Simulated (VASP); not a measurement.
Sn:

```
Sn
1.0
    -2.94014    2.94014    1.59930
     2.94014   -2.94014    1.59930
     2.94014    2.94014   -1.59930
Sn
2
Cartesian
  0.0000 0.0000 0.0000
  0.0000 2.9401 0.7997
```

Base run:

| Item | Value |
| --- | --- |
| Program | VASP 6.6.1 |
| Functional | PBE |
| Potentials or basis | VASP PAW PBE potentials, release 64 (Sn_d) |
| Cutoff | 520 eV |
| k mesh | 8 × 8 × 8 |
| Occupations | fermi-dirac, width 0.05 eV |
| Spin | no spin polarisation |

Its results: band gap on the k mesh zero (bands 14 and 15 overlap by 3.60 eV); pressure 1.4 GPa.

Task: The run is repeated on the same cell with these changes: functional from PBE to PBEsol-based screened hybrid with 25 % exact exchange; k mesh from 8 × 8 × 8 to 5 × 5 × 5. What comes out?

Result: Band gap on the k mesh zero (bands 14 and 15 overlap by 2.79 eV); pressure -1.9 GPa.

Several settings changed at once.

Caveats: some runs use coarse meshes; spin-orbit coupling is left out, which moves the levels of the heavy elements; the PAW data sets were made with another functional, which shifts forces and pressure a little (at least some runs).
